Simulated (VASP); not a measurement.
Set up this calculation in VASP 6.6.1, as the native input.

| Quantity | Value |
| --- | --- |
| Task | single point |
| Functional | PBEsol |
| Potentials or basis | VASP PAW PBE potentials, release 64 (Cu) |
| Cutoff | 520 eV |
| k mesh | 20 × 20 × 18 |
| Occupations | gaussian, width 0.15 eV |
| Spin | no spin polarisation |
| Dipole correction | no |
| Further INCAR settings | ALGO = Fast; EDIFF = 1e-06; NBANDS = 18 |

The structure of Cu lies in POSCAR:

```
Cu
1.0
    1.2815029451     -3.5239251767      0.0000000000
    1.2815029451      3.5239251767      0.0000000000
    0.0000000000      0.0000000000      2.4675572805
Cu
2
Direct
    0.1338543804      0.8661456196      0.2500000000
    0.8661456196      0.1338543804      0.7500000000
```

This cell differs from its parent crystal: normal strain along x +0.0550, normal strain along y -0.1100.

The input as run:

INCAR

```
SYSTEM = Cu
ALGO = Fast
EDIFF = 1E-6
ENCUT = 520
GGA = PS
ISIF = 2
ISMEAR = 0
LASPH = .TRUE.
LCHARG = .FALSE.
LREAL = .FALSE.
LWAVE = .FALSE.
NBANDS = 18
NELM = 60
PREC = Accurate
SIGMA = 0.15
```

KPOINTS

```
k-points
0
G
  20 20 18
  0 0 0
```

Potentials or basis: VASP PAW PBE potentials, release 64 (Cu).

The run is started by

```bash
$ cat potpaw_PBE.64/Cu/POTCAR > POTCAR
$ mpirun -np 1 vasp_std > vasp.out
```

It gave:

- Pressure: 17.5 GPa
- Largest force: 0.836 eV/Å
- Band gap on the k mesh: zero (bands 11 and 12 overlap by 5.03 eV)

Caveat: the cell differs from its parent crystal (normal strain along x +0.0550, normal strain along y -0.1100); the cell stands under pressure; the PAW data sets were made with another functional, which shifts forces and pressure a little.

Wall time 6.5 min on 1 thread of Intel(R) Xeon(R) Platinum 8259CL CPU @ 2.50GHz (Skylake/Cascade Lake), with other jobs on the host, peak memory 0.45 GiB.
